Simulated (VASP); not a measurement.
# Bi (Fm-3m) in VASP: single point with r2SCAN

Aim: the single point of Bi with r2SCAN.

Everything below comes from runs of VASP 6.6.1. Logs are shortened: lines on timing, memory, paths and dates and some standing lists are left out, and cuts for length are marked.

**1. The cell of the first run**

It takes space group Fm-3m (No. 225, cubic). Conventional cell: a = 5.006 Å, b = 5.006 Å, c = 5.006 Å, α = 90.00°, β = 90.00°, γ = 90.00°. Bi (site symmetry m-3m) has 12 Bi at 3.54 Å within 4.7 Å.

**2. Single point, r2SCAN**

Contents of POSCAR:

```
Bi
1.0
    0.0000000000      2.5032078979      2.5032078979
    2.5032078979      0.0000000000      2.5032078979
    2.5032078979      2.5032078979      0.0000000000
Bi
1
Direct
    0.0000000000      0.0000000000      0.0000000000
```

Contents of INCAR.step1:

```
SYSTEM = Bi
  ALGO = Normal
  EDIFF = 1E-4
  ENCUT = 520
  GGA = PE
  ISMEAR = 0
  LASPH = .True.
  LCHARG = .False.
  LREAL = .False.
  LWAVE = .True.
  NBANDS = 14
  NELM = 80
  PREC = Accurate
  SIGMA = 0.05
```

Contents of INCAR.step2:

```
SYSTEM = Bi
  ALGO = Normal
  EDIFF = 1E-6
  ENCUT = 520
  ISIF = 2
  ISMEAR = 0
  ISTART = 1
  LASPH = .True.
  LCHARG = .True.
  LELF = .True.
  LMIXTAU = .True.
  LREAL = .False.
  LVHAR = .True.
  LWAVE = .False.
  METAGGA = R2SCAN
  NBANDS = 14
  NELM = 80
  PREC = Accurate
  SIGMA = 0.05
```

Contents of KPOINTS:

```
k-points
0
Gamma
  14 14 14
  0 0 0
```

Potentials or basis: VASP PAW PBE potentials, release 64 (Bi_d).

Launch:

```console
> cat potpaw_PBE.64/Bi_d/POTCAR > POTCAR
> cp INCAR.step1 INCAR
> mpirun -np 1 vasp_std > vasp.out
> cp INCAR.step2 INCAR
> mpirun -np 1 vasp_std > vasp.out
```

OUTCAR:

```text
SYSTEM = Bi
   EDIFF = 1E-6
   ENCUT = 520
   ISIF = 2
   ISMEAR = 0
   ISTART = 1
   LASPH = .True.
   LREAL = .False.
   METAGGA = R2SCAN
   NELM = 80
   PREC = Accurate

 ion  position               nearest neighbor table
   1  0.000  0.000  0.000-

  LATTYP: Found a face centered cubic cell.
 ALAT       =     5.0064157958

  Lattice vectors:

 A1 = (   0.0000000000,   2.5032078979,   2.5032078979)
 A2 = (   2.5032078979,   0.0000000000,   2.5032078979)
 A3 = (   2.5032078979,   2.5032078979,   0.0000000000)

Analysis of symmetry for initial positions (statically):
=====================================================================
 Subroutine PRICEL returns:
 Original cell was already a primitive cell.

 Routine SETGRP: Setting up the symmetry group for a
 face centered cubic supercell.

 Subroutine GETGRP returns: Found 48 space group operations
 (whereof 48 operations were pure point group operations)
 out of a pool of 48 trial point group operations.

The static configuration has the point symmetry O_h .

Analysis of symmetry for dynamics (positions and initial velocities):
=====================================================================
 Subroutine PRICEL returns:
 Original cell was already a primitive cell.

 Routine SETGRP: Setting up the symmetry group for a
 face centered cubic supercell.

 Subroutine GETGRP returns: Found 48 space group operations
 (whereof 48 operations were pure point group operations)
 out of a pool of 48 trial point group operations.

The dynamic configuration has the point symmetry O_h .

 Subroutine INISYM returns: Found 48 space group operations
 (whereof 48 operations are pure point group operations),
 and found     1 'primitive' translations

----------------------------------------------------------------------------------------

                                     Primitive cell

  volume of cell :      31.3705

  direct lattice vectors                    reciprocal lattice vectors
     0.000000000  2.503207898  2.503207898    -0.199743697  0.199743697  0.199743697
     2.503207898  0.000000000  2.503207898     0.199743697 -0.199743697  0.199743697
     2.503207898  2.503207898  0.000000000     0.199743697  0.199743697 -0.199743697

  length of vectors
     3.540070559  3.540070559  3.540070559     0.345966232  0.345966232  0.345966232

  position of ions in fractional coordinates (direct lattice)
     0.000000000  0.000000000  0.000000000

  ion indices of the primitive-cell ions
   primitive index   ion index
                 1           1

----------------------------------------------------------------------------------------

 KPOINTS: k-points

Automatic generation of k-mesh.
 Grid dimensions read from file:
 generate k-points for:   14   14   14

 Generating k-lattice:

  Cartesian coordinates                     Fractional coordinates (reciprocal lattice)
    -0.014267407  0.014267407  0.014267407     0.071428571  0.000000000  0.000000000
     0.014267407 -0.014267407  0.014267407     0.000000000  0.071428571  0.000000000
     0.014267407  0.014267407 -0.014267407     0.000000000  0.000000000  0.071428571

  Length of vectors
     0.024711874  0.024711874  0.024711874

  Shift w.r.t. Gamma in fractional coordinates (k-lattice)
     0.000000000  0.000000000  0.000000000

 Subroutine IBZKPT returns following result:
 ===========================================

 Found    104 irreducible k-points:

 Following reciprocal coordinates:
            Coordinates               Weight
  0.000000  0.000000  0.000000      1.000000
  0.071429  0.000000  0.000000      8.000000
  0.142857  0.000000  0.000000      8.000000
  0.214286  0.000000  0.000000      8.000000
  0.285714  0.000000  0.000000      8.000000
  0.357143  0.000000  0.000000      8.000000
[... 16 lines left out ...]
  0.214286  0.142857  0.000000     24.000000
  0.285714  0.142857  0.000000     24.000000
 [... further k-points ...]
   k-points           NKPTS =    104   k-points in BZ     NKDIM =    104   number of bands    NBANDS=     14
   number of dos      NEDOS =    301   number of ions     NIONS =      1
   total plane-waves  NPLWV =  21952
   dimension x,y,z NGX =    28 NGY =   28 NGZ =   28
   dimension x,y,z NGXF=    56 NGYF=   56 NGZF=   56
   ions per type =               1
   NGX,Y,Z   is equivalent  to a cutoff of  13.15, 13.15, 13.15 a.u.
   NGXF,Y,Z  is equivalent  to a cutoff of  26.30, 26.30, 26.30 a.u.
 SYSTEM =  Bi
   PREC   = accura    normal or accurate (medium, high low for compatibility)
   ISTART =      1    job   : 0-new  1-cont  2-samecut
   ICHARG =      0    charge: 1-file 2-atom 10-const
   ISPIN  =      1    spin polarized calculation?
   LNONCOLLINEAR =      F non collinear calculations
   LSORBIT =      F    spin-orbit coupling
   LASPH  =      T    aspherical Exc in radial PAW
   ENCUT  =  520.0 eV  38.22 Ry    6.18 a.u.   6.58  6.58  6.58*2*pi/ulx,y,z
   NELM   =     80;   NELMIN=  2; NELMDL=  0     # of ELM steps
   EDIFF  = 0.1E-05   stopping-criterion for ELM
   LREAL  =      F    real-space projection
   EDIFFG = 0.1E-04   stopping-criterion for IOM
   NSW    =      0    number of steps for IOM
   IBRION =     -1    ionic relax: 0-MD 1-quasi-New 2-CG
   NFREE  =      0    steps in history (QN), initial steepest desc. (CG)
   ISIF   =      2    stress and relaxation
   ISYM   =      2    0-nonsym 1-usesym 2-fastsym
   POTIM  = 0.5000    time-step for ionic-motion
   TEBEG  =    0.0;   TEEND  =   0.0 temperature during run
   PSTRESS=    0.0 pullay stress
   NELECT =      15.0000    total number of electrons
   NUPDOWN=      -1.0000    fix difference up-down
   EMIN   =  10.00;   EMAX   =-10.00  energy-range for DOS
   EFERMI =   0.00;   METHOD = LEGACY
   ISMEAR =     0;   SIGMA  =   0.05  broadening in eV -4-tet -1-fermi 0-gaus
   EFERMI_NEDOS =   21; number of points for ismear=-14 and -15
   IALGO  =     38    algorithm
   IMIX   =      4    mixing-type and parameters
     AMIX     =   0.40;   BMIX     =  1.00
     AMIX_MAG =   1.60;   BMIX_MAG =  1.00
  volume/ion in A,a.u.               =      31.37       211.70
  Fermi-wavevector in a.u.,A,eV,Ry     =   1.280162  2.419156 22.297435  1.638815
  Thomas-Fermi vector in A             =   2.412606
   LORBIT       =      0    0 simple, 1 ext, 2 COOP (PROOUT), +10 PAW based schemes
   METAGGA = R2SCAN    functional components
   LHFCALC =     F    Hartree Fock is set to
   AEXX    =    0.0000 exact exchange contribution
   IVDW    =     0    specifies the selected vdW correction
   LEPSILON=     F    determine dielectric tensor
   LRPA    =     F    only Hartree local field effects (RPA)
 non-spin polarized calculation
 Gauss-broadening in eV      SIGMA  =   0.05
  energy-cutoff  :      520.00
  volume of cell :       31.37
 maximum number of plane-waves:       877
   NGX = 13   NGY = 13   NGZ = 13

 number of electron      15.0000004 magnetization

 Free energy of the ion-electron system (eV)
  ---------------------------------------------------
  ext. energy  EPLUGINS =         0.00000000
  ---------------------------------------------------
  free energy    TOTEN  =       -58.18981377 eV

  energy without entropy =      -58.18938098  energy(sigma->0) =      -58.18959738

 E-fermi :   7.8516     XC(G=0): -11.0539

 val. band max:        7.8190492349   @ k =   0.4286   0.2857   0.1429
 cond. band min:       7.9550490895   @ k =   0.2857   0.2143   0.0714
 fundamental gap:      0.1359998546
 Fermi energy:         7.8516239663

 k-point     1 :       0.0000    0.0000    0.0000
  band No.  band energies     occupation
      1     -15.9860      2.00000
      2     -15.9860      2.00000
      3     -15.9860      2.00000
      4     -15.9120      2.00000
      5     -15.9120      2.00000
      6      -6.3472      2.00000
      7      12.9525      0.00000
      8      12.9525      0.00000
      9      12.9525      0.00000
     10      17.5151      0.00000
     11      17.5944      0.00000
     12      19.1546      0.00000
     13      19.1546      0.00000
     14      19.1546      0.00000

 k-point     2 :       0.0714    0.0000    0.0000
  band No.  band energies     occupation
      1     -15.9853      2.00000
      2     -15.9817      2.00000
      3     -15.9817      2.00000
      4     -15.9120      2.00000
      5     -15.9120      2.00000
      6      -6.2546      2.00000
      7      11.8985      0.00000
      8      12.8413      0.00000
      9      12.8413      0.00000
     10      17.0570      0.00000
     11      18.1824      0.00000
     12      19.3524      0.00000
     13      19.3524      0.00000
     14      20.3996      0.00000

 k-point     3 :       0.1429    0.0000    0.0000
  band No.  band energies     occupation
      1     -15.9836      2.00000
      2     -15.9722      2.00000
      3     -15.9722      2.00000
      4     -15.9095      2.00000
      5     -15.9095      2.00000
      6      -5.9794      2.00000
      7       9.8745      0.00000
      8      12.5551      0.00000
      9      12.5551      0.00000
     10      16.4510      0.00000
     11      19.3926      0.00000
     12      19.7729      0.00000
     13      19.7729      0.00000
     14      20.5829      0.00000
[... 324 lines left out ...]
 k-point    23 :       0.2143    0.1429    0.0000
  band No.  band energies     occupation
      1     -16.0051      2.00000
      2     -15.9451      2.00000
      3     -15.9410      2.00000
      4     -15.9278      2.00000
      5     -15.8888      2.00000
      6      -5.5253      2.00000
      7       8.9911      0.00000
      8      10.9937      0.00000
      9      11.1905      0.00000
     10      15.6907      0.00000
     11      17.0096      0.00000
     12      20.5866      0.00000
     13      21.8574      0.00000
     14      22.3513      0.00000

 k-point    24 :       0.2857    0.1429    0.0000
  band No.  band energies     occupation
      1     -16.0031      2.00000
      2     -15.9513      2.00000
      3     -15.9371      2.00000
      4     -15.9106      2.00000
      5     -15.8702      2.00000
      6      -5.0303      2.00000
      7       7.1223      2.00000
      8      10.6082      0.00000
      9      10.7283      0.00000
     10      15.6353      0.00000
     11      17.1026      0.00000
     12      20.1317      0.00000
     13      21.3810      0.00000
     14      21.9396      0.00000

 [... further k-points ...]
[... 5 lines left out ...]
  --------------------------------------------------------------------------------------
  -------------------------------------------------------------------------------------
  Total       -0.0086260     -0.0086260     -0.0086260     -0.0000000      0.0000000      0.0000000
  in kB       -0.4405551     -0.4405551     -0.4405551     -0.0000000      0.0000000      0.0000000
  external PRESSURE =      -0.4405551 kB  Pullay stress =       0.0000000 kB

 VOLUME and BASIS-vectors are now :
 -----------------------------------------------------------------------------
  energy-cutoff  :      520.00
  volume of cell :       31.37
      direct lattice vectors                 reciprocal lattice vectors
     0.000000000  2.503207898  2.503207898    -0.199743697  0.199743697  0.199743697
     2.503207898  0.000000000  2.503207898     0.199743697 -0.199743697  0.199743697
     2.503207898  2.503207898  0.000000000     0.199743697  0.199743697 -0.199743697

 POSITION                                       TOTAL-FORCE (eV/Angst)
 -----------------------------------------------------------------------------------
      0.00000      0.00000      0.00000        -0.000000      0.000000      0.000000
 -----------------------------------------------------------------------------------
    total drift:                               -0.000000     -0.000000     -0.000000

  FREE ENERGIE OF THE ION-ELECTRON SYSTEM (eV)
  ---------------------------------------------------
  free  energy   TOTEN  =       -58.1898137703 eV

  energy  without entropy=      -58.1893809798  energy(sigma->0) =      -58.18959738
```

Wall time 3.1 min (1 thread of AMD EPYC 7R43 (Zen 3), shared host); peak memory 0.15 GiB.

Results:

- Free energy: -58.1898 eV
- Pressure: 0.0 GPa

Caveat: the PAW data sets were made with another functional, which shifts forces and pressure a little; spin-orbit coupling is left out, which moves the levels of the heavy elements.
